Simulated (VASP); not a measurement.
# Ag (Fm-3m) in VASP: a series of runs

The runs below take Ag through single point, with LDA.

Everything below comes from runs of VASP 6.6.1. Logs are shortened: lines on timing, memory, paths and dates and some standing lists are left out, and cuts for length are marked.

### 1 The cell of the first run

It takes space group Fm-3m (No. 225, cubic). Conventional cell: a = 3.587 Å, b = 3.587 Å, c = 3.587 Å, α = 90.00°, β = 90.00°, γ = 90.00°. Ag (site symmetry m-3m) has 12 Ag at 2.54 Å within 3.3 Å.

### 2 Single point, LDA (volume scaled by 0.72)

Input file INCAR:

```
SYSTEM = Ag
PREC = Accurate ; ENCUT = 520
EDIFF = 1E-6 ; ISMEAR = -1
SIGMA = 0.08 ; LREAL = .False.
LASPH = .True. ; NELM = 100
ALGO = Normal ; ISIF = 2
LWAVE = .False. ; LCHARG = .False.
GGA = CA ; NBANDS = 12
```

Input file KPOINTS:

```
regular mesh
0
Gamma
  18 18 18
  0 0 0
```

Input file POSCAR:

```
Ag
1.0
    0.0000000000      1.7934181042      1.7934181042
    1.7934181042      0.0000000000      1.7934181042
    1.7934181042      1.7934181042      0.0000000000
Ag
1
Direct
    0.0000000000      0.0000000000      0.0000000000
```

Potentials or basis: VASP PAW LDA potentials, release 64 (Ag).

Command:

```console
$ cat potpaw_LDA.64/Ag/POTCAR > POTCAR
$ mpirun -np 1 vasp_std > vasp.out
```

OUTCAR:

```text
SYSTEM = Ag
   PREC = Accurate
   ENCUT = 520
   EDIFF = 1E-6
   ISMEAR = -1
   LREAL = .False.
   LASPH = .True.
   NELM = 100
   ISIF = 2
   GGA = CA

 ion  position               nearest neighbor table
   1  0.000  0.000  0.000-

  LATTYP: Found a face centered cubic cell.
 ALAT       =     3.5868362084

  Lattice vectors:

 A1 = (   0.0000000000,   1.7934181042,   1.7934181042)
 A2 = (   1.7934181042,   0.0000000000,   1.7934181042)
 A3 = (   1.7934181042,   1.7934181042,   0.0000000000)

Analysis of symmetry for initial positions (statically):
=====================================================================
 Subroutine PRICEL returns:
 Original cell was already a primitive cell.

 Routine SETGRP: Setting up the symmetry group for a
 face centered cubic supercell.

 Subroutine GETGRP returns: Found 48 space group operations
 (whereof 48 operations were pure point group operations)
 out of a pool of 48 trial point group operations.

The static configuration has the point symmetry O_h .

Analysis of symmetry for dynamics (positions and initial velocities):
=====================================================================
 Subroutine PRICEL returns:
 Original cell was already a primitive cell.

 Routine SETGRP: Setting up the symmetry group for a
 face centered cubic supercell.

 Subroutine GETGRP returns: Found 48 space group operations
 (whereof 48 operations were pure point group operations)
 out of a pool of 48 trial point group operations.

The dynamic configuration has the point symmetry O_h .

 Subroutine INISYM returns: Found 48 space group operations
 (whereof 48 operations are pure point group operations),
 and found     1 'primitive' translations

----------------------------------------------------------------------------------------

                                     Primitive cell

  volume of cell :      11.5365

  direct lattice vectors                    reciprocal lattice vectors
     0.000000000  1.793418104  1.793418104    -0.278797230  0.278797230  0.278797230
     1.793418104  0.000000000  1.793418104     0.278797230 -0.278797230  0.278797230
     1.793418104  1.793418104  0.000000000     0.278797230  0.278797230 -0.278797230

  length of vectors
     2.536276206  2.536276206  2.536276206     0.482890968  0.482890968  0.482890968

  position of ions in fractional coordinates (direct lattice)
     0.000000000  0.000000000  0.000000000

  ion indices of the primitive-cell ions
   primitive index   ion index
                 1           1

----------------------------------------------------------------------------------------

 KPOINTS: regular mesh

Automatic generation of k-mesh.
 Grid dimensions read from file:
 generate k-points for:   18   18   18

 Generating k-lattice:

  Cartesian coordinates                     Fractional coordinates (reciprocal lattice)
    -0.015488735  0.015488735  0.015488735     0.055555556  0.000000000  0.000000000
     0.015488735 -0.015488735  0.015488735     0.000000000  0.055555556  0.000000000
     0.015488735  0.015488735 -0.015488735     0.000000000  0.000000000  0.055555556

  Length of vectors
     0.026827276  0.026827276  0.026827276

  Shift w.r.t. Gamma in fractional coordinates (k-lattice)
     0.000000000  0.000000000  0.000000000

 Subroutine IBZKPT returns following result:
 ===========================================

 Found    195 irreducible k-points:

 Following reciprocal coordinates:
            Coordinates               Weight
  0.000000  0.000000  0.000000      1.000000
  0.055556  0.000000  0.000000      8.000000
  0.111111  0.000000  0.000000      8.000000
  0.166667  0.000000  0.000000      8.000000
  0.222222  0.000000  0.000000      8.000000
  0.277778  0.000000  0.000000      8.000000
[... 16 lines left out ...]
 -0.277778  0.055556  0.000000     24.000000
 -0.222222  0.055556  0.000000     24.000000
 [... further k-points ...]
   k-points           NKPTS =    195   k-points in BZ     NKDIM =    195   number of bands    NBANDS=     12
   number of dos      NEDOS =    301   number of ions     NIONS =      1
   total plane-waves  NPLWV =   8000
   dimension x,y,z NGX =    20 NGY =   20 NGZ =   20
   dimension x,y,z NGXF=    40 NGYF=   40 NGZF=   40
   ions per type =               1
   NGX,Y,Z   is equivalent  to a cutoff of  13.11, 13.11, 13.11 a.u.
   NGXF,Y,Z  is equivalent  to a cutoff of  26.22, 26.22, 26.22 a.u.
 SYSTEM =  Ag
   PREC   = accura    normal or accurate (medium, high low for compatibility)
   ISTART =      0    job   : 0-new  1-cont  2-samecut
   ICHARG =      2    charge: 1-file 2-atom 10-const
   ISPIN  =      1    spin polarized calculation?
   LNONCOLLINEAR =      F non collinear calculations
   LSORBIT =      F    spin-orbit coupling
   LASPH  =      T    aspherical Exc in radial PAW
   ENCUT  =  520.0 eV  38.22 Ry    6.18 a.u.   4.72  4.72  4.72*2*pi/ulx,y,z
   NELM   =    100;   NELMIN=  2; NELMDL= -5     # of ELM steps
   EDIFF  = 0.1E-05   stopping-criterion for ELM
   LREAL  =      F    real-space projection
   EDIFFG = 0.1E-04   stopping-criterion for IOM
   NSW    =      0    number of steps for IOM
   IBRION =     -1    ionic relax: 0-MD 1-quasi-New 2-CG
   NFREE  =      0    steps in history (QN), initial steepest desc. (CG)
   ISIF   =      2    stress and relaxation
   ISYM   =      2    0-nonsym 1-usesym 2-fastsym
   POTIM  = 0.5000    time-step for ionic-motion
   TEBEG  =    0.0;   TEEND  =   0.0 temperature during run
   PSTRESS=    0.0 pullay stress
   NELECT =      11.0000    total number of electrons
   NUPDOWN=      -1.0000    fix difference up-down
   EMIN   =  10.00;   EMAX   =-10.00  energy-range for DOS
   EFERMI =   0.00;   METHOD = LEGACY
   ISMEAR =    -1;   SIGMA  =   0.08  broadening in eV -4-tet -1-fermi 0-gaus
   EFERMI_NEDOS =   21; number of points for ismear=-14 and -15
   IALGO  =     38    algorithm
   IMIX   =      4    mixing-type and parameters
     AMIX     =   0.40;   BMIX     =  1.00
     AMIX_MAG =   1.60;   BMIX_MAG =  1.00
  volume/ion in A,a.u.               =      11.54        77.85
  Fermi-wavevector in a.u.,A,eV,Ry     =   1.611316  3.044947 35.325360  2.596341
  Thomas-Fermi vector in A             =   2.706726
   LORBIT       =      0    0 simple, 1 ext, 2 COOP (PROOUT), +10 PAW based schemes
   GGA     = CA    functional components
   LHFCALC =     F    Hartree Fock is set to
   AEXX    =    0.0000 exact exchange contribution
   IVDW    =     0    specifies the selected vdW correction
   LEPSILON=     F    determine dielectric tensor
   LRPA    =     F    only Hartree local field effects (RPA)
 non-spin polarized calculation
  energy-cutoff  :      520.00
  volume of cell :       11.54
 maximum number of plane-waves:       331
   NGX =  9   NGY =  9   NGZ =  9

 number of electron      10.9999998 magnetization

 Free energy of the ion-electron system (eV)
  ---------------------------------------------------
  ext. energy  EPLUGINS =         0.00000000
  ---------------------------------------------------
  free energy    TOTEN  =        -2.66400743 eV

  energy without entropy =       -2.65924610  energy(sigma->0) =       -2.66162677

 E-fermi :  15.3204     XC(G=0): -15.0274

 val. band max:       15.2657477098   @ k =  -0.2222   0.2778   0.1111
 cond. band min:      15.3643317484   @ k =  -0.4444   0.1111   0.0000
 fundamental gap:      0.0985840386
 Fermi energy:        15.3204364847

 k-point     1 :       0.0000    0.0000    0.0000
  band No.  band energies     occupation
      1       3.8606      2.00000
      2       8.3292      2.00000
      3       8.3292      2.00000
      4       8.3292      2.00000
      5      10.3987      2.00000
      6      10.3987      2.00000
      7      31.1541      0.00000
      8      37.0935      0.00000
      9      37.0935      0.00000
     10      37.0935      0.00000
     11      43.4226      0.00000
     12      48.5350      0.00000

 k-point     2 :       0.0556    0.0000    0.0000
  band No.  band energies     occupation
      1       3.9963      2.00000
      2       8.2781      2.00000
      3       8.3796      2.00000
      4       8.3796      2.00000
      5      10.3731      2.00000
      6      10.3731      2.00000
      7      31.3279      0.00000
      8      36.2746      0.00000
      9      37.2762      0.00000
     10      37.2762      0.00000
     11      44.2244      0.00000
     12      47.7645      0.00000

 k-point     3 :       0.1111    0.0000    0.0000
  band No.  band energies     occupation
      1       4.3836      2.00000
      2       8.1552      2.00000
      3       8.5108      2.00000
      4       8.5108      2.00000
      5      10.3191      2.00000
      6      10.3191      2.00000
      7      31.7724      0.00000
      8      34.5786      0.00000
      9      37.8038      0.00000
     10      37.8038      0.00000
     11      44.4923      0.00000
     12      46.9929      0.00000

 k-point     4 :       0.1667    0.0000    0.0000
  band No.  band energies     occupation
      1       4.9434      2.00000
      2       8.0652      2.00000
      3       8.6571      2.00000
      4       8.6571      2.00000
      5      10.3095      2.00000
      6      10.3095      2.00000
      7      32.0236      0.00000
      8      32.9156      0.00000
      9      38.6100      0.00000
     10      38.6100      0.00000
     11      43.0384      0.00000
     12      45.2978      0.00000

 k-point     5 :       0.2222    0.0000    0.0000
  band No.  band energies     occupation
      1       5.4743      2.00000
      2       8.2361      2.00000
      3       8.7178      2.00000
      4       8.7178      2.00000
      5      10.4484      2.00000
      6      10.4484      2.00000
      7      30.3944      0.00000
      8      32.7380      0.00000
      9      39.5386      0.00000
     10      39.5386      0.00000
     11      42.1388      0.00000
     12      43.4654      0.00000

 k-point     6 :       0.2778    0.0000    0.0000
  band No.  band energies     occupation
      1       5.7094      2.00000
      2       8.6527      2.00000
      3       8.6527      2.00000
      4       8.9460      2.00000
      5      10.7674      2.00000
      6      10.7674      2.00000
      7      28.2774      0.00000
      8      32.3868      0.00000
      9      39.9757      0.00000
     10      39.9757      0.00000
     11      42.2830      0.00000
     12      42.2830      0.00000

 k-point     7 :       0.3333    0.0000    0.0000
  band No.  band energies     occupation
      1       5.6716      2.00000
      2       8.5193      2.00000
      3       8.5193      2.00000
      4      10.1506      2.00000
      5      11.1824      2.00000
      6      11.1824      2.00000
      7      26.0745      0.00000
      8      31.7187      0.00000
      9      38.9907      0.00000
     10      38.9907      0.00000
     11      42.7379      0.00000
     12      42.7379      0.00000

 k-point     8 :       0.3889    0.0000    0.0000
  band No.  band energies     occupation
      1       5.5482      2.00000
      2       8.3847      2.00000
      3       8.3847      2.00000
      4      11.5751      2.00000
      5      11.5813      2.00000
      6      11.5813      2.00000
      7      23.9526      0.00000
      8      31.0811      0.00000
      9      37.7911      0.00000
     10      37.7911      0.00000
     11      43.6066      0.00000
     12      43.6066      0.00000
[... 166 lines left out ...]
 k-point    20 :      -0.4444    0.0556    0.0000
  band No.  band energies     occupation
      1       5.5186      2.00000
      2       8.2030      2.00000
      3       8.3455      2.00000
      4      11.3242      2.00000
      5      11.8397      2.00000
      6      13.9416      2.00000
      7      21.8439      0.00000
      8      30.7035      0.00000
      9      36.0622      0.00000
     10      36.8506      0.00000
     11      44.3697      0.00000
     12      44.5490      0.00000

 k-point    21 :      -0.3889    0.0556    0.0000
  band No.  band energies     occupation
      1       5.6048      2.00000
      2       8.2932      2.00000
      3       8.4107      2.00000
      4      10.9332      2.00000
      5      11.5182      2.00000
      6      13.0292      2.00000
      7      23.3430      0.00000
      8      31.0209      0.00000
      9      36.3303      0.00000
     10      37.8413      0.00000
     11      43.5769      0.00000
     12      44.1936      0.00000

 k-point    22 :      -0.3333    0.0556    0.0000
  band No.  band energies     occupation
      1       5.7333      2.00000
      2       8.4290      2.00000
      3       8.5313      2.00000
      4      10.0902      2.00000
      5      11.0789      2.00000
      6      12.1199      2.00000
      7      25.4021      0.00000
      8      31.5728      0.00000
      9      36.9995      0.00000
     10      39.3171      0.00000
     11      42.3683      0.00000
     12      43.4148      0.00000

 k-point    23 :      -0.2778    0.0556    0.0000
  band No.  band energies     occupation
      1       5.8258      2.00000
      2       8.5504      2.00000
      3       8.6769      2.00000
      4       9.0788      2.00000
      5      10.6135      2.00000
      6      11.4450      2.00000
      7      27.6183      0.00000
      8      32.2346      0.00000
      9      37.8329      0.00000
     10      41.0587      0.00000
     11      41.1847      0.00000
     12      42.3081      0.00000

 k-point    24 :      -0.2222    0.0556    0.0000
  band No.  band energies     occupation
      1       5.7083      2.00000
      2       8.1977      2.00000
      3       8.7639      2.00000
      4       8.7820      2.00000
      5      10.2371      2.00000
      6      10.9414      2.00000
      7      29.7828      0.00000
      8      32.7209      0.00000
      9      38.2113      0.00000
     10      40.5669      0.00000
     11      41.0381      0.00000
     12      43.3190      0.00000

 [... further k-points ...]
[... 5 lines left out ...]
  --------------------------------------------------------------------------------------
  -------------------------------------------------------------------------------------
  Total        8.1584441      8.1584441      8.1584441     -0.0000000      0.0000000     -0.0000000
  in kB     1133.0348873   1133.0348873   1133.0348873     -0.0000000      0.0000000     -0.0000000
  external PRESSURE =    1133.0348873 kB  Pullay stress =       0.0000000 kB

 VOLUME and BASIS-vectors are now :
 -----------------------------------------------------------------------------
  energy-cutoff  :      520.00
  volume of cell :       11.54
      direct lattice vectors                 reciprocal lattice vectors
     0.000000000  1.793418104  1.793418104    -0.278797230  0.278797230  0.278797230
     1.793418104  0.000000000  1.793418104     0.278797230 -0.278797230  0.278797230
     1.793418104  1.793418104  0.000000000     0.278797230  0.278797230 -0.278797230

 POSITION                                       TOTAL-FORCE (eV/Angst)
 -----------------------------------------------------------------------------------
      0.00000      0.00000      0.00000        -0.000000     -0.000000     -0.000000
 -----------------------------------------------------------------------------------
    total drift:                               -0.000000     -0.000000     -0.000000

  FREE ENERGIE OF THE ION-ELECTRON SYSTEM (eV)
  ---------------------------------------------------
  free  energy   TOTEN  =        -2.6640074339 eV

  energy  without entropy=       -2.6592461027  energy(sigma->0) =       -2.66162677
```

Run time: 24 s. Hardware: 1 thread of AMD EPYC 7R13, shared host; peak memory 0.11 GiB.

What came out:

* Free energy: -2.6640 eV
* Pressure: 113.3 GPa

### 3 Single point, LDA (volume scaled by 0.8)

Input file INCAR:

```
SYSTEM = Ag
  PREC = Accurate
  ENCUT = 520
  EDIFF = 1E-7
  ISMEAR = -1
  SIGMA = 0.08
  LREAL = .FALSE.
  LASPH = .TRUE.
  NELM = 60
  ALGO = Normal
  ISIF = 2
  LWAVE = .FALSE.
  LCHARG = .TRUE.
  LELF = .TRUE.
  LVHAR = .TRUE.
  NBANDS = 12
```

Input file KPOINTS:

```
Automatic mesh
0
G
  18 18 18
  0 0 0
```

Input file POSCAR:

```
Ag
1.0
    0.0000000000      1.8575223434      1.8575223434
    1.8575223434      0.0000000000      1.8575223434
    1.8575223434      1.8575223434      0.0000000000
Ag
1
Direct
    0.0000000000      0.0000000000      0.0000000000
```

Potentials or basis: VASP PAW LDA potentials, release 64 (Ag).

Command:

```console
$ cat potpaw_LDA.64/Ag/POTCAR > POTCAR
$ mpirun -np 1 vasp_std > vasp.out
```

It took 27 s on 1 thread of AMD EPYC 7R13, shared host; peak memory 0.11 GiB.

The run converged. Its results:

```
Free energy : -3.3286 eV
Pressure    : 57.7 GPa
```

Levels at points of the mesh, in eV from the Fermi level:
```
           k point  band 3  band 4  band 5  band 6  band 7  band 8  band 9  band 10
(0.00, 0.00, 0.00)   -6.20   -6.20   -4.47   -4.47   16.13   21.38   21.38    21.38
(0.50, 0.00, 0.00)   -6.25   -3.16   -3.16   -1.40    5.40   15.45   20.51    20.51
(0.50, 0.50, 0.00)   -3.20   -2.81   -2.81    1.16    9.23   11.90   11.90    21.06
```
